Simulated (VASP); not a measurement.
Write the native input for VASP 6.6.1 that does the following.

| Property | Result |
| --- | --- |
| Task | single point |
| Functional | B3LYP |
| Dispersion | D4 |
| Potentials or basis | VASP PAW PBE potentials, release 64 (Lu) |
| Cutoff | 520 eV |
| k mesh | 7 × 7 × 7 |
| Occupations | methfessel-paxton, width 0.025 eV |
| Spin | no spin polarisation |
| Dipole correction | no |
| Grid for exact exchange (PRECFOCK) | Normal |
| Further INCAR settings | ALGO = Normal; EDIFF = 1e-06; NBANDS = 18 |
| Share of exact exchange | 0.2 |

Lu:

```
CELL_PARAMETERS angstrom
-1.95411 1.95411 1.95411
1.95411 -1.95411 1.95411
1.95411 1.95411 -1.95411
ATOMIC_POSITIONS crystal
Lu 0.00000 0.00000 0.00000
```

This isn't the form of Lu at room conditions, which is hcp.

These files were run (other wordings do the same):

POSCAR

```
Lu
1.0
   -1.9541071088      1.9541071088      1.9541071088
    1.9541071088     -1.9541071088      1.9541071088
    1.9541071088      1.9541071088     -1.9541071088
Lu
1
Direct
    0.0000000000      0.0000000000      0.0000000000
```

INCAR.step1

```
ALGO     = Normal         # electronic algorithm
EDIFF    = 1E-5           # SCF threshold, eV
ENCUT    = 520            # plane-wave cutoff, eV
GGA      = PE             # functional
ISIF     = 2              # what is computed and relaxed
ISMEAR   = 1              # smearing method
KPAR     = 2            
LASPH    = True           # aspherical terms in the spheres
LREAL    = False          # projectors in reciprocal space
LWAVE    = True           # write WAVECAR
NBANDS   = 18             # bands
NELM     = 60             # most SCF steps
PREC     = Accurate       # precision mode
SIGMA    = 0.025          # smearing width, eV
```

INCAR.step2

```
AEXX     = 0.2            # exact-exchange fraction
AGGAC    = 0.81         
AGGAX    = 0.72         
ALDAC    = 0.19         
ALGO     = Normal         # electronic algorithm
EDIFF    = 1E-6           # SCF threshold, eV
ENCUT    = 520            # plane-wave cutoff, eV
GGA      = B3             # functional
ISIF     = 2              # what is computed and relaxed
ISMEAR   = 1              # smearing method
ISTART   = 1            
IVDW     = 13             # dispersion correction
KPAR     = 2            
LASPH    = True           # aspherical terms in the spheres
LCHARG   = True           # write CHGCAR
LHFCALC  = True           # exact exchange
LREAL    = False          # projectors in reciprocal space
LVHAR    = True         
LWAVE    = False          # write WAVECAR
NBANDS   = 18             # bands
NELM     = 60             # most SCF steps
PREC     = Accurate       # precision mode
PRECFOCK = Normal       
SIGMA    = 0.025          # smearing width, eV
```

KPOINTS

```
k-points
0
Gamma
  7 7 7
```

Potentials or basis: VASP PAW PBE potentials, release 64 (Lu).

The run is started by

```sh
$ cat potpaw_PBE.64/Lu/POTCAR > POTCAR
$ cp INCAR.step1 INCAR
$ mpirun -np 2 vasp_std > vasp.out
$ cp INCAR.step2 INCAR
$ mpirun -np 2 vasp_std > vasp.out
```

It gave:

| Quantity | Value |
| --- | --- |
| Pressure | 0.6 GPa |
| Band gap on the k mesh | zero (an odd number of electrons rules out a gap without spin polarisation) |
| Dispersion energy per atom | -0.292 eV |

Caveat: the PAW data sets were made with another functional, which shifts forces and pressure a little; spin-orbit coupling is left out, which moves the levels of the heavy elements.

Wall time 56 min on 2 MPI ranks on AMD EPYC 7R13 Processor (Zen 3), with other jobs on the host, peak memory 0.16 GiB a rank.
